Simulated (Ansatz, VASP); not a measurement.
## Two plane-wave programs on Te2Mo

```
Te Mo
1.0
     3.44638    0.00000    0.00000
    -1.72319    2.98465    0.00000
     0.00000    0.00000   13.68834
Te Mo
4 2
Direct
  0.66667 0.33333 0.37900
  0.33333 0.66667 0.87900
  0.66667 0.33333 0.12100
  0.33333 0.66667 0.62100
  0.66667 0.33333 0.75000
  0.33333 0.66667 0.25000
```

Alike in both runs: task single point; functional PBE; k mesh 9 × 9 × 2; occupations fermi-dirac, width 0.05 eV; no spin polarisation.

|  | VASP | Ansatz |
| --- | --- | --- |
| version | VASP 6.6.1 | Ansatz 0.2.0 |
| potentials or method | VASP PAW PBE potentials, release 64 (Te, Mo_sv) | Ansatz PAW |
| plane-wave cutoff (eV) | 520 | 420 |
| valence electrons in the cell | 52 | 92 |

Ansatz gave:

| Quantity | Value |
| --- | --- |
| gap on the k mesh at the Fermi level (eV) | 0.74 |
| least direct gap on the mesh (eV) | 1.13 |
| pressure (GPa) | 10.5 |
| traceless stress, the component that is largest in VASP (GPa) | 1.65 |
| rms of the force components (eV/Å) | 0.528 |

Problem. What did VASP give for the same quantities?

Solution. gap on the k mesh at the Fermi level (eV): 0.74; least direct gap on the mesh (eV): 1.13; pressure (GPa): 10.5; traceless stress, the component that is largest in VASP (GPa): 1.73; rms of the force components (eV/Å): 0.537.

Atom by atom the forces differ by 0.009 eV/Å (rms over components). VASP's potentials hold 52 valence electrons a cell and Ansatz's 92, so a difference there can come from the potentials and not from the codes.

Spin-orbit coupling is off throughout. Noted on Ansatz's run: odd divisions of the mesh miss points on the zone boundary, where band edges often lie, so the gap on the mesh can be too wide.
